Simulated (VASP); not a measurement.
# C (Cmme) in VASP: further runs

The runs below take C through single point, with PBEsol.

Program: VASP 6.6.1. These are calculated values, not measurements. Logs are shortened: lines on timing, memory, paths and dates and some standing lists are left out, and cuts for length are marked.

### Step 1. The cell of the first run

The typed cell holds 4 atoms: a = 2.556 Å, b = 2.556 Å, c = 7.768 Å, α = 90.00°, β = 90.00°, γ = 122.60°.

### Step 2. Single point, PBEsol (10.69 Å³/atom)

The input, INCAR:

```
SYSTEM = C
ALGO = Normal
EDIFF = 1E-7
ENCUT = 520
GGA = PS
ISIF = 2
ISMEAR = 0
LASPH = .True.
LCHARG = .False.
LREAL = .False.
LWAVE = .False.
NBANDS = 16
NELM = 80
PREC = Accurate
SIGMA = 0.15
```

The input, KPOINTS:

```
k-points
0
Gamma
  21 21 6
  0 0 0
```

The input, POSCAR:

```
C
1.0
    1.2272320163     -2.2417736614      0.0000000000
    1.2272320163      2.2417736614      0.0000000000
    0.0000000000      0.0000000000      7.7683131902
C
4
Direct
    0.0833216498      0.9166783502      0.7498439858
    0.5833216498      0.4166783502      0.2501560142
    0.9166783502      0.0833216498      0.2501560142
    0.4166783502      0.5833216498      0.7498439858
```

Potentials or basis: VASP PAW PBE potentials, release 64 (C).

Launch:

```console
$ cat potpaw_PBE.64/C/POTCAR > POTCAR
$ mpirun -np 1 vasp_std > vasp.out
```

OUTCAR:

```text
SYSTEM = C
   EDIFF = 1E-7
   ENCUT = 520
   GGA = PS
   ISIF = 2
   ISMEAR = 0
   LASPH = .True.
   LREAL = .False.
   NELM = 80
   PREC = Accurate

 ion  position               nearest neighbor table
   1  0.083  0.917  0.750-   4 1.44   4 1.44   4 1.49
   2  0.583  0.417  0.250-   3 1.44   3 1.44   3 1.49
   3  0.917  0.083  0.250-   2 1.44   2 1.44   2 1.49
   4  0.417  0.583  0.750-   1 1.44   1 1.44   1 1.49

  LATTYP: Found a base centered orthorhombic cell.
 ALAT       =     2.4544640326
 B/A-ratio  =     1.8266909856
 C/A-ratio  =     3.1649733249

  Lattice vectors:

 A1 = (   1.2272320163,  -2.2417736614,   0.0000000000)
 A2 = (   1.2272320163,   2.2417736614,   0.0000000000)
 A3 = (   0.0000000000,   0.0000000000,   7.7683131902)

Analysis of symmetry for initial positions (statically):
=====================================================================
 Subroutine PRICEL returns:
 Original cell was already a primitive cell.

 Routine SETGRP: Setting up the symmetry group for a
 base centered orthorhombic supercell.

 Subroutine GETGRP returns: Found  8 space group operations
 (whereof  4 operations were pure point group operations)
 out of a pool of  8 trial point group operations.

The static configuration has the point symmetry C_2h.
 The point group associated with its full space group is D_2h.

Analysis of symmetry for dynamics (positions and initial velocities):
=====================================================================
 Subroutine PRICEL returns:
 Original cell was already a primitive cell.

 Routine SETGRP: Setting up the symmetry group for a
 base centered orthorhombic supercell.

 Subroutine GETGRP returns: Found  8 space group operations
 (whereof  4 operations were pure point group operations)
 out of a pool of  8 trial point group operations.

The dynamic configuration has the point symmetry C_2h.
 The point group associated with its full space group is D_2h.

 Subroutine INISYM returns: Found  8 space group operations
 (whereof  4 operations are pure point group operations),
 and found     1 'primitive' translations

----------------------------------------------------------------------------------------

                                     Primitive cell

  volume of cell :      42.7440

  direct lattice vectors                    reciprocal lattice vectors
     1.227232016 -2.241773661  0.000000000     0.407420922 -0.223037682  0.000000000
     1.227232016  2.241773661  0.000000000     0.407420922  0.223037682  0.000000000
     0.000000000  0.000000000  7.768313190     0.000000000  0.000000000  0.128728075

  length of vectors
     2.555708820  2.555708820  7.768313190     0.464475635  0.464475635  0.128728075

  position of ions in fractional coordinates (direct lattice)
     0.083321650  0.916678350  0.749843986
     0.583321650  0.416678350  0.250156014
     0.916678350  0.083321650  0.250156014
     0.416678350  0.583321650  0.749843986

  ion indices of the primitive-cell ions
   primitive index   ion index
                 1           1
                 2           2
                 3           3
                 4           4

----------------------------------------------------------------------------------------

 KPOINTS: k-points

Automatic generation of k-mesh.
 Grid dimensions read from file:
 generate k-points for:   21   21    6

 Generating k-lattice:

  Cartesian coordinates                     Fractional coordinates (reciprocal lattice)
     0.019400996 -0.010620842  0.000000000     0.047619048  0.000000000  0.000000000
     0.019400996  0.010620842  0.000000000     0.000000000  0.047619048  0.000000000
     0.000000000  0.000000000  0.021454679     0.000000000  0.000000000  0.166666667

  Length of vectors
     0.022117887  0.022117887  0.021454679

  Shift w.r.t. Gamma in fractional coordinates (k-lattice)
     0.000000000  0.000000000  0.000000000

 Subroutine IBZKPT returns following result:
 ===========================================

 Found    484 irreducible k-points:

 Following reciprocal coordinates:
            Coordinates               Weight
  0.000000  0.000000  0.000000      1.000000
  0.047619  0.000000  0.000000      4.000000
  0.095238 -0.000000  0.000000      4.000000
  0.142857  0.000000  0.000000      4.000000
  0.190476 -0.000000  0.000000      4.000000
  0.238095  0.000000  0.000000      4.000000
[... 16 lines left out ...]
 -0.428571  0.047619  0.000000      4.000000
 -0.380952  0.047619  0.000000      4.000000
 [... further k-points ...]
   k-points           NKPTS =    484   k-points in BZ     NKDIM =    484   number of bands    NBANDS=     16
   number of dos      NEDOS =    301   number of ions     NIONS =      4
   total plane-waves  NPLWV =  24000
   dimension x,y,z NGX =    20 NGY =   20 NGZ =   60
   dimension x,y,z NGXF=    40 NGYF=   40 NGZF=  120
   ions per type =               4
   NGX,Y,Z   is equivalent  to a cutoff of  13.01, 13.01, 12.84 a.u.
   NGXF,Y,Z  is equivalent  to a cutoff of  26.02, 26.02, 25.68 a.u.
 SYSTEM =  C
   PREC   = accura    normal or accurate (medium, high low for compatibility)
   ISTART =      0    job   : 0-new  1-cont  2-samecut
   ICHARG =      2    charge: 1-file 2-atom 10-const
   ISPIN  =      1    spin polarized calculation?
   LNONCOLLINEAR =      F non collinear calculations
   LSORBIT =      F    spin-orbit coupling
   LASPH  =      T    aspherical Exc in radial PAW
   ENCUT  =  520.0 eV  38.22 Ry    6.18 a.u.   4.75  4.75 14.44*2*pi/ulx,y,z
   NELM   =     80;   NELMIN=  2; NELMDL= -5     # of ELM steps
   EDIFF  = 0.1E-06   stopping-criterion for ELM
   LREAL  =      F    real-space projection
   EDIFFG = 0.1E-05   stopping-criterion for IOM
   NSW    =      0    number of steps for IOM
   IBRION =     -1    ionic relax: 0-MD 1-quasi-New 2-CG
   NFREE  =      0    steps in history (QN), initial steepest desc. (CG)
   ISIF   =      2    stress and relaxation
   ISYM   =      2    0-nonsym 1-usesym 2-fastsym
   POTIM  = 0.5000    time-step for ionic-motion
   TEBEG  =    0.0;   TEEND  =   0.0 temperature during run
   PSTRESS=    0.0 pullay stress
   NELECT =      16.0000    total number of electrons
   NUPDOWN=      -1.0000    fix difference up-down
   EMIN   =  10.00;   EMAX   =-10.00  energy-range for DOS
   EFERMI =   0.00;   METHOD = LEGACY
   ISMEAR =     0;   SIGMA  =   0.15  broadening in eV -4-tet -1-fermi 0-gaus
   EFERMI_NEDOS =   21; number of points for ismear=-14 and -15
   IALGO  =     38    algorithm
   IMIX   =      4    mixing-type and parameters
     AMIX     =   0.40;   BMIX     =  1.00
     AMIX_MAG =   1.60;   BMIX_MAG =  1.00
  volume/ion in A,a.u.               =      10.69        72.11
  Fermi-wavevector in a.u.,A,eV,Ry     =   1.179840  2.229574 18.939614  1.392022
  Thomas-Fermi vector in A             =   2.316143
   LORBIT       =      0    0 simple, 1 ext, 2 COOP (PROOUT), +10 PAW based schemes
   GGA     = PS    functional components
   LHFCALC =     F    Hartree Fock is set to
   AEXX    =    0.0000 exact exchange contribution
   IVDW    =     0    specifies the selected vdW correction
   LEPSILON=     F    determine dielectric tensor
   LRPA    =     F    only Hartree local field effects (RPA)
 non-spin polarized calculation
 Gauss-broadening in eV      SIGMA  =   0.15
  energy-cutoff  :      520.00
  volume of cell :       42.74
 maximum number of plane-waves:      1179
   NGX =  9   NGY =  9   NGZ = 29

 number of electron      15.9999999 magnetization

 Free energy of the ion-electron system (eV)
  ---------------------------------------------------
  ext. energy  EPLUGINS =         0.00000000
  ---------------------------------------------------
  free energy    TOTEN  =       -38.29498107 eV

  energy without entropy =      -38.29478219  energy(sigma->0) =      -38.29488163

 E-fermi :   3.1348     XC(G=0):  -9.3897

 val. band max:        3.0196031161   @ k =   0.3333   0.3333   0.0000
 cond. band min:       3.3083788114   @ k =   0.3333   0.3333   0.0000
 fundamental gap:      0.2887756952
 Fermi energy:         3.1347843724

 k-point     1 :       0.0000    0.0000    0.0000
  band No.  band energies     occupation
      1     -15.9616      2.00000
      2     -15.8678      2.00000
      3      -4.6112      2.00000
      4      -3.6893      2.00000
      5      -0.1094      2.00000
      6      -0.1026      2.00000
[... 8 lines left out ...]
     15      13.6992      0.00000
     16      13.7107      0.00000

 k-point     2 :       0.0476    0.0000    0.0000
  band No.  band energies     occupation
      1     -15.9084      2.00000
      2     -15.8150      2.00000
      3      -4.5473      2.00000
      4      -3.6279      2.00000
      5      -0.2394      2.00000
      6      -0.2333      2.00000
[... 8 lines left out ...]
     15      13.5286      0.00000
     16      13.5478      0.00000

 k-point     3 :       0.0952   -0.0000    0.0000
  band No.  band energies     occupation
      1     -15.7489      2.00000
      2     -15.6566      2.00000
      3      -4.3562      2.00000
      4      -3.4441      2.00000
      5      -0.6975      2.00000
      6      -0.6935      2.00000
[... 8 lines left out ...]
     15      13.0347      0.00000
     16      13.0801      0.00000

 k-point     4 :       0.1429    0.0000    0.0000
  band No.  band energies     occupation
      1     -15.4838      2.00000
      2     -15.3933      2.00000
      3      -4.0393      2.00000
      4      -3.1397      2.00000
      5      -1.5463      2.00000
      6      -1.5337      2.00000
[... 8 lines left out ...]
     15      12.4627      0.00000
     16      12.4738      0.00000

 k-point     5 :       0.1905   -0.0000    0.0000
  band No.  band energies     occupation
      1     -15.1140      2.00000
      2     -15.0259      2.00000
      3      -3.5992      2.00000
      4      -2.7181      2.00000
      5      -2.6060      2.00000
      6      -2.5872      2.00000
[... 8 lines left out ...]
     15      13.5661      0.00000
     16      13.5739      0.00000

 k-point     6 :       0.2381    0.0000    0.0000
  band No.  band energies     occupation
      1     -14.6410      2.00000
      2     -14.5561      2.00000
      3      -3.7789      2.00000
      4      -3.7540      2.00000
      5      -3.0405      2.00000
      6      -2.1850      2.00000
[... 8 lines left out ...]
     15      14.8587      0.00000
     16      14.8840      0.00000
[... 267 lines left out ...]
 k-point    21 :       0.4762    0.0476    0.0000
  band No.  band energies     occupation
      1     -10.6331      2.00000
      2     -10.6259      2.00000
      3      -9.7918      2.00000
      4      -9.7852      2.00000
      5      -3.5768      2.00000
      6      -3.5680      2.00000
[... 8 lines left out ...]
     15      15.8513      0.00000
     16      16.0800      0.00000

 k-point    22 :      -0.4762    0.0476    0.0000
  band No.  band energies     occupation
      1     -11.3521      2.00000
      2     -11.2914      2.00000
      3      -9.0329      2.00000
      4      -8.9844      2.00000
      5      -3.5447      2.00000
      6      -3.5354      2.00000
[... 8 lines left out ...]
     15      15.2473      0.00000
     16      16.7962      0.00000

 k-point    23 :      -0.4286    0.0476    0.0000
  band No.  band energies     occupation
      1     -12.2208      2.00000
      2     -12.1519      2.00000
      3      -7.9301      2.00000
      4      -7.8848      2.00000
      5      -3.4077      2.00000
      6      -3.3980      2.00000
[... 8 lines left out ...]
     15      16.5176      0.00000
     16      17.5284      0.00000

 k-point    24 :      -0.3810    0.0476    0.0000
  band No.  band energies     occupation
      1     -13.0223      2.00000
      2     -12.9480      2.00000
      3      -6.7514      2.00000
      4      -6.7119      2.00000
      5      -3.1692      2.00000
      6      -3.1594      2.00000
[... 8 lines left out ...]
     15      17.4887      0.00000
     16      18.3148      0.00000

 [... further k-points ...]

------------------------ aborting loop because EDIFF is reached ----------------------------------------

  FORCE on cell =-STRESS in cart. coord.  units (eV):
  Direction    XX          YY          ZZ          XY          YZ          ZX
  --------------------------------------------------------------------------------------
  -------------------------------------------------------------------------------------
  Total       -1.1244188    -10.9797887     -0.0486899      0.0000000     -0.0000000      0.0000000
  in kB      -42.1466928   -411.5564401     -1.8250487      0.0000000     -0.0000000      0.0000000
  external PRESSURE =    -151.8427272 kB  Pullay stress =       0.0000000 kB

 VOLUME and BASIS-vectors are now :
 -----------------------------------------------------------------------------
  energy-cutoff  :      520.00
  volume of cell :       42.74
      direct lattice vectors                 reciprocal lattice vectors
     1.227232016 -2.241773661  0.000000000     0.407420922 -0.223037682  0.000000000
     1.227232016  2.241773661  0.000000000     0.407420922  0.223037682  0.000000000
     0.000000000  0.000000000  7.768313190     0.000000000  0.000000000  0.128728075

 POSITION                                       TOTAL-FORCE (eV/Angst)
 -----------------------------------------------------------------------------------
      1.22723      1.86820      5.82502         0.000000     -0.269797      0.000050
      1.22723     -0.37358      1.94329         0.000000     -0.269797     -0.000050
      1.22723     -1.86820      1.94329         0.000000      0.269797     -0.000050
      1.22723      0.37358      5.82502         0.000000      0.269797      0.000050
 -----------------------------------------------------------------------------------
    total drift:                                0.000000      0.000000     -0.000000

  FREE ENERGIE OF THE ION-ELECTRON SYSTEM (eV)
  ---------------------------------------------------
  free  energy   TOTEN  =       -38.2949810690 eV

  energy  without entropy=      -38.2947821871  energy(sigma->0) =      -38.29488163
```

Wall time 7.6 min (1 thread of Intel Xeon 8259CL, shared host); peak memory 0.34 GiB.

Results:

```yaml
Free_energy: -38.2950 eV
Pressure: -15.2 GPa
Largest_force: 0.270 eV/Å
```

Forces on the atoms (eV/Å):
```
C    0.000 -0.270  0.000
C    0.000 -0.270  0.000
C    0.000  0.270  0.000
C    0.000  0.270  0.000
```

Stress tensor (GPa, compression positive):
```
 -4.21   0.00   0.00
  0.00 -41.16   0.00
  0.00   0.00  -0.18
```

Caveat: the stress differs along the axes, from -41 to -0 GPa; this functional lacks dispersion, which binds layers or chains, so the pressure and a relaxed spacing across them are unreliable; the PAW data sets were made with another functional, which shifts forces and pressure a little.

[end of part 1 of 3]
